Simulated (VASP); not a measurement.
**Be2C: vibrations by perturbation theory with PBEsol**

Crystal: Be2C.

```
Be C
1.0
     0.00000    2.15537    2.15537
     2.15537    0.00000    2.15537
     2.15537    2.15537    0.00000
Be C
2 1
Cartesian
  1.0777 1.0777 1.0777
  3.2331 3.2331 3.2331
  0.0000 0.0000 0.0000
```

| Item | Value |
| --- | --- |
| Program | VASP 6.6.1 |
| Task | vibrations by perturbation theory |
| Functional | PBEsol |
| Potentials or basis | VASP PAW PBE potentials, release 64 (Be, C) |
| Cutoff | 600 eV |
| k mesh | 8 × 8 × 8 |
| Occupations | gaussian, width 0.01 eV |
| Spin | no spin polarisation |
| Dipole correction | no |
| Further INCAR settings | ALGO = Normal; EDIFF = 1e-08; IBRION = 8; NSW = 1 |

- Electronic dielectric tensor (diagonal): 7.06
- Born charges (mean of the diagonal): Be +1.53; C -3.06 e
- Highest phonon frequency at Γ, LO-TO splitting left out: 711 cm⁻¹

Phonon frequencies in cm⁻¹ (negative: imaginary):
| q point | frequencies |
| --- | --- |
| (0.000, 0.000, 0.000) | 0 0 0 657 657 657 711 711 711 |

Electronic dielectric tensor:
```
7.06 0.00 0.00
0.00 7.06 0.00
0.00 0.00 7.06
```

Born effective charge tensors (e):
atom 1, Be
```
1.53 0.00 0.00
0.00 1.53 0.00
0.00 0.00 1.53
```
atom 2, Be
```
1.53 0.00 0.00
0.00 1.53 0.00
0.00 0.00 1.53
```
atom 3, C
```
-3.06  0.00  0.00
 0.00 -3.06  0.00
 0.00  0.00 -3.06
```

It took 110 s on 1 thread of Intel(R) Xeon(R) Platinum 8488C (Sapphire Rapids), with other jobs on the host, peak memory 0.19 GiB.
